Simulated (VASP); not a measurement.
# SnTe (I4mm) in VASP: density of states with PBE

Aim: the density of states of SnTe with PBE.

Everything below comes from runs of VASP 6.6.1. Logs are shortened: lines on timing, memory, paths and dates and some standing lists are left out, and cuts for length are marked.

## Step 1: The cell of the first run

It takes space group I4mm (No. 107, tetragonal). The conventional cell has a = 4.534 Å, b = 4.534 Å, c = 6.434 Å, α = 90.00°, β = 90.00°, γ = 90.00°. Within 4.1 Å of Sn (site symmetry 4mm) lie 6 Te at 3.09 to 3.35 Å. Within 4.1 Å of Te (site symmetry 4mm) lie 6 Sn at 3.09 to 3.35 Å.

## Step 2: Density of states, PBE

Contents of POSCAR:

```
SnTe
1.0
   -2.2669169836      2.2669169836      3.2172387285
    2.2669169836     -2.2669169836      3.2172387285
    2.2669169836      2.2669169836     -3.2172387285
Sn Te
1 1
Direct
    0.6974675640      0.6974675640      0.0000000000
    0.1775324360      0.1775324360      0.0000000000
```

Contents of INCAR.step1:

```
PREC = Accurate
ENCUT = 520
EDIFF = 1E-7
ISMEAR = 0
SIGMA = 0.02
LREAL = False
LASPH = True
NELM = 60
ALGO = Normal
ISIF = 2
LWAVE = False
LCHARG = True
GGA = PE
NBANDS = 17
```

Contents of KPOINTS.step1:

```
Automatic mesh
0
Gamma
  12 12 12
```

Contents of INCAR.step2:

```
PREC = Accurate
ENCUT = 520
EDIFF = 1E-7
ISMEAR = -5
SIGMA = 0.02
LREAL = False
LASPH = True
NELM = 60
ALGO = Normal
ISIF = 2
LWAVE = False
LCHARG = False
GGA = PE
LORBIT = 11
NBANDS = 17
NEDOS = 1001
ICHARG = 11
```

Contents of KPOINTS.step2:

```
Automatic mesh
0
Gamma
  18 18 18
```

Potentials or basis: VASP PAW PBE potentials, release 64 (Sn_d, Te).

The run is started by

```sh
$ cat potpaw_PBE.64/Sn_d/POTCAR potpaw_PBE.64/Te/POTCAR > POTCAR
$ cp INCAR.step1 INCAR
$ cp KPOINTS.step1 KPOINTS
$ mpirun -np 1 vasp_std > vasp.out
$ cp INCAR.step2 INCAR
$ cp KPOINTS.step2 KPOINTS
$ mpirun -np 1 vasp_std > vasp.out
```

OUTCAR:

```text
PREC = Accurate
   ENCUT = 520
   EDIFF = 1E-7
   ISMEAR = -5
   LREAL = False
   LASPH = True
   NELM = 60
   ISIF = 2
   GGA = PE
   LORBIT = 11
   ICHARG = 11

 ion  position               nearest neighbor table
   1  0.697  0.697  0.000-   2 3.09   2 3.21   2 3.21   2 3.21   2 3.21   2 3.35
   2  0.178  0.178  0.000-   1 3.09   1 3.21   1 3.21   1 3.21   1 3.21   1 3.35

  LATTYP: Found a body centered tetragonal cell.
 ALAT       =     4.5338339672
 C/A-ratio  =     1.4192132980

  Lattice vectors:

 A1 = (  -2.2669169836,   2.2669169836,   3.2172387285)
 A2 = (   2.2669169836,  -2.2669169836,   3.2172387285)
 A3 = (   2.2669169836,   2.2669169836,  -3.2172387285)

Analysis of symmetry for initial positions (statically):
=====================================================================
 Subroutine PRICEL returns:
 Original cell was already a primitive cell.

 Routine SETGRP: Setting up the symmetry group for a
 body centered tetragonal supercell.

 Subroutine GETGRP returns: Found  8 space group operations
 (whereof  8 operations were pure point group operations)
 out of a pool of 16 trial point group operations.

The static configuration has the point symmetry C_4v.

Analysis of symmetry for dynamics (positions and initial velocities):
=====================================================================
 Subroutine PRICEL returns:
 Original cell was already a primitive cell.

 Routine SETGRP: Setting up the symmetry group for a
 body centered tetragonal supercell.

 Subroutine GETGRP returns: Found  8 space group operations
 (whereof  8 operations were pure point group operations)
 out of a pool of 16 trial point group operations.

The dynamic configuration has the point symmetry C_4v.

 Subroutine INISYM returns: Found  8 space group operations
 (whereof  8 operations are pure point group operations),
 and found     1 'primitive' translations

----------------------------------------------------------------------------------------

                                     Primitive cell

  volume of cell :      66.1324

[... 84 lines left out ...]
   ISPIN  =      1    spin polarized calculation?
   LNONCOLLINEAR =      F non collinear calculations
   LSORBIT =      F    spin-orbit coupling
   LASPH  =      T    aspherical Exc in radial PAW
   ENCUT  =  520.0 eV  38.22 Ry    6.18 a.u.   8.44  8.44  8.44*2*pi/ulx,y,z
   NELM   =     60;   NELMIN=  2; NELMDL=  0     # of ELM steps
   EDIFF  = 0.1E-06   stopping-criterion for ELM
   LREAL  =      F    real-space projection
   EDIFFG = 0.1E-05   stopping-criterion for IOM
   NSW    =      0    number of steps for IOM
   IBRION =     -1    ionic relax: 0-MD 1-quasi-New 2-CG
   NFREE  =      0    steps in history (QN), initial steepest desc. (CG)
   ISIF   =      2    stress and relaxation
   ISYM   =      2    0-nonsym 1-usesym 2-fastsym
   POTIM  = 0.5000    time-step for ionic-motion
   TEBEG  =    0.0;   TEEND  =   0.0 temperature during run
   PSTRESS=    0.0 pullay stress
   NELECT =      20.0000    total number of electrons
   NUPDOWN=      -1.0000    fix difference up-down
   EMIN   =  10.00;   EMAX   =-10.00  energy-range for DOS
   EFERMI =   0.00;   METHOD = LEGACY
   ISMEAR =    -5;   SIGMA  =   0.02  broadening in eV -4-tet -1-fermi 0-gaus
   EFERMI_NEDOS =   21; number of points for ismear=-14 and -15
   IALGO  =     38    algorithm
   IMIX   =      4    mixing-type and parameters
     AMIX     =   0.40;   BMIX     =  1.00
     AMIX_MAG =   1.60;   BMIX_MAG =  1.00
  volume/ion in A,a.u.               =      33.07       223.14
  Fermi-wavevector in a.u.,A,eV,Ry     =   1.098871  2.076565 16.429269  1.207517
  Thomas-Fermi vector in A             =   2.235256
   LORBIT       =     11    0 simple, 1 ext, 2 COOP (PROOUT), +10 PAW based schemes
   GGA     = PE    functional components
   LHFCALC =     F    Hartree Fock is set to
   AEXX    =    0.0000 exact exchange contribution
   IVDW    =     0    specifies the selected vdW correction
   LEPSILON=     F    determine dielectric tensor
   LRPA    =     F    only Hartree local field effects (RPA)
 non-spin polarized calculation
 Fermi weights with tetrahedron method with Bloechl corrections
  energy-cutoff  :      520.00
  volume of cell :       66.13
 maximum number of plane-waves:      1816
 NGX is ok and might be reduce to    36

 number of electron      20.0000001 magnetization

 Free energy of the ion-electron system (eV)
  ---------------------------------------------------
  ext. energy  EPLUGINS =         0.00000000
  ---------------------------------------------------
  free energy    TOTEN  =        -7.56605901 eV

  energy without entropy =       -7.56605901  energy(sigma->0) =       -7.56605901

 E-fermi :   6.1604     XC(G=0):  -9.2426

 val. band max:        6.1339644334   @ k =   0.5000   0.0000   0.0000
 cond. band min:       6.4640185661   @ k =   0.5000   0.0000   0.0000
 fundamental gap:      0.3300541327
 Fermi energy:         6.1603822412

 k-point     1 :       0.0000    0.0000    0.0000
  band No.  band energies     occupation
      1     -15.5920      2.00000
      2     -15.5901      2.00000
      3     -15.5872      2.00000
      4     -15.5848      2.00000
      5     -15.5848      2.00000
      6      -6.1403      2.00000
[... 457 lines left out ...]
      4     -15.5841      2.00000
      5     -15.5828      2.00000
      6      -5.8097      2.00000
[... 9 lines left out ...]
     16      12.2340      0.00000
     17      14.7072      0.00000

 [... further k-points ...]
[... 5 lines left out ...]
  --------------------------------------------------------------------------------------
  -------------------------------------------------------------------------------------
  Total       -0.0046643     -0.0046643      0.0037386      0.0000000     -0.0000000      0.0000000
  in kB       -0.1130006     -0.1130006      0.0905751      0.0000000     -0.0000000      0.0000000
  external PRESSURE =      -0.0451420 kB  Pullay stress =       0.0000000 kB

 VOLUME and BASIS-vectors are now :
 -----------------------------------------------------------------------------
  energy-cutoff  :      520.00
  volume of cell :       66.13
      direct lattice vectors                 reciprocal lattice vectors
    -2.266916984  2.266916984  3.217238728     0.000000000  0.220563878  0.155412775
     2.266916984 -2.266916984  3.217238728     0.220563878  0.000000000  0.155412775
     2.266916984  2.266916984 -3.217238728     0.220563878  0.220563878  0.000000000

 POSITION                                       TOTAL-FORCE (eV/Angst)
 -----------------------------------------------------------------------------------
      0.00000      0.00000      4.48784         0.000000      0.000000     -0.006265
      0.00000      0.00000      1.14233        -0.000000     -0.000000      0.006265
 -----------------------------------------------------------------------------------
    total drift:                                0.000001      0.000001     -0.000676

  FREE ENERGIE OF THE ION-ELECTRON SYSTEM (eV)
  ---------------------------------------------------
  free  energy   TOTEN  =        -7.5660590103 eV

  energy  without entropy=       -7.5660590103  energy(sigma->0) =       -7.56605901

 total charge

# of ion       s       p       d       tot
------------------------------------------
    1        1.375   0.703   9.977  12.055
    2        1.381   1.959   0.025   3.364
--------------------------------------------------
tot          2.755   2.662  10.002  15.419
```

OUTCAR.step1:

```text
PREC = Accurate
   ENCUT = 520
   EDIFF = 1E-7
   ISMEAR = 0
   LREAL = False
[... 704 lines left out ...]
      0.00000      0.00000      4.48784        -0.000000     -0.000000     -0.003558
      0.00000      0.00000      1.14233         0.000000      0.000000      0.003558
 -----------------------------------------------------------------------------------
    total drift:                                0.000001      0.000001     -0.000752

  FREE ENERGIE OF THE ION-ELECTRON SYSTEM (eV)
  ---------------------------------------------------
  free  energy   TOTEN  =        -7.5662238338 eV

  energy  without entropy=       -7.5662238338  energy(sigma->0) =       -7.56622383
```

OSZICAR.step1:

```text
N       E                     dE             d eps       ncg     rms          rms(c)
DAV:   1     0.124058512868E+03    0.12406E+03   -0.96168E+03  5581   0.135E+03
DAV:   2     0.407858058179E+01   -0.11998E+03   -0.11677E+03  5801   0.327E+02
DAV:   3    -0.729937932908E+01   -0.11378E+02   -0.11280E+02  6790   0.897E+01
DAV:   4    -0.761983430989E+01   -0.32045E+00   -0.32022E+00  6641   0.158E+01
DAV:   5    -0.763080216982E+01   -0.10968E-01   -0.10967E-01  7868   0.298E+00    0.404E+00
DAV:   6    -0.756407440953E+01    0.66728E-01   -0.15956E-01  7236   0.247E+00    0.254E+00
DAV:   7    -0.756528640364E+01   -0.12120E-02   -0.55484E-02  6498   0.109E+00    0.857E-01
DAV:   8    -0.756611329166E+01   -0.82689E-03   -0.70713E-03  6955   0.661E-01    0.167E-01
DAV:   9    -0.756620839887E+01   -0.95107E-04   -0.77673E-04  7789   0.245E-01    0.421E-02
DAV:  10    -0.756621644686E+01   -0.80480E-05   -0.12532E-04  6998   0.851E-02    0.220E-02
DAV:  11    -0.756622468584E+01   -0.82390E-05   -0.38558E-05  6854   0.435E-02    0.246E-02
DAV:  12    -0.756622443999E+01    0.24585E-06   -0.19577E-06  6613   0.772E-03    0.131E-02
DAV:  13    -0.756622380527E+01    0.63472E-06   -0.48287E-07  6579   0.422E-03    0.438E-03
DAV:  14    -0.756622383383E+01   -0.28555E-07   -0.20069E-07  4571   0.433E-03
   1 F= -.75662238E+01 E0= -.75662238E+01  d E =-.291957E-12
```

It took 4.2 min on 1 thread of Intel Xeon 6975P-C (Granite Rapids), shared host; peak memory 0.63 GiB.

Results:

```
Valence electrons inside the program's atomic spheres : Sn 12.05; Te 3.36
```

Levels at points of the mesh, in eV from the valence-band top:
| k point | band 7 | band 8 | band 9 | band 10 | band 11 | band 12 | band 13 | band 14 |
| --- | --- | --- | --- | --- | --- | --- | --- | --- |
| (0.00, 0.00, 0.00) | -4.73 | -1.86 | -1.85 | -1.85 | 3.30 | 3.30 | 3.36 | 4.99 |
| (0.50, 0.00, 0.00) | -7.89 | -1.61 | -1.53 | 0.00 | 0.33 | 0.62 | 0.69 | 7.75 |
| (0.50, 0.50, 0.00) | -6.29 | -5.05 | -3.34 | -3.31 | 2.44 | 4.80 | 4.93 | 6.14 |
| (0.50, 0.50, 0.50) | -6.40 | -4.91 | -3.33 | -3.33 | 2.55 | 4.82 | 4.82 | 6.13 |

Caveat: spin-orbit coupling is left out, which moves the levels of the heavy elements.
